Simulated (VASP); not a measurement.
Input of a VASP 6.6.1 run:

File INCAR:

```
SYSTEM = Ga
ALGO = Normal
EDIFF = 1E-8
ENCUT = 520
GGA = PS
ISIF = 2
ISMEAR = -1
LASPH = .TRUE.
LCHARG = .FALSE.
LEFG = .TRUE.
LREAL = .FALSE.
LWAVE = .FALSE.
NBANDS = 12
NELM = 100
PREC = Accurate
SIGMA = 0.03
```

The input KPOINTS:

```
k-points
0
G
  16 16 16
  0 0 0
```

File POSCAR:

```
Ga
1.0
   -1.3858350000      1.4081250000      2.2290000000
    1.4081250000     -1.3858350000      2.2290000000
    1.3998750000      1.3998750000     -2.2149600000
Ga
1
Direct
    0.0000000000      0.0000000000      0.0000000000
```

Potentials or basis: VASP PAW PBE potentials, release 64 (Ga_d).

Run with:

```console
$ cat potpaw_PBE.64/Ga_d/POTCAR > POTCAR
$ mpirun -np 1 vasp_std > vasp.out
```

**Question.** Predict the band gap on the k mesh.

**Answer.** Zero (an odd number of electrons rules out a gap without spin polarisation).

**Question.** Predict the pressure.

**Answer.** 0.7 GPa.

Electric field gradients, principal values (V/Å²):
```csv
atom,least,middle,greatest (by size)
1 Ga,-9.992,-11.305,21.297
```

Caveat: the cell differs from its parent crystal (equal xy, yz and zx shear strains of +1 %); without QUAD_EFG the Cq values of the log hold for a quadrupole moment of 1 mb, not for the nuclei; the PAW data sets were made with another functional, which shifts forces and pressure a little.
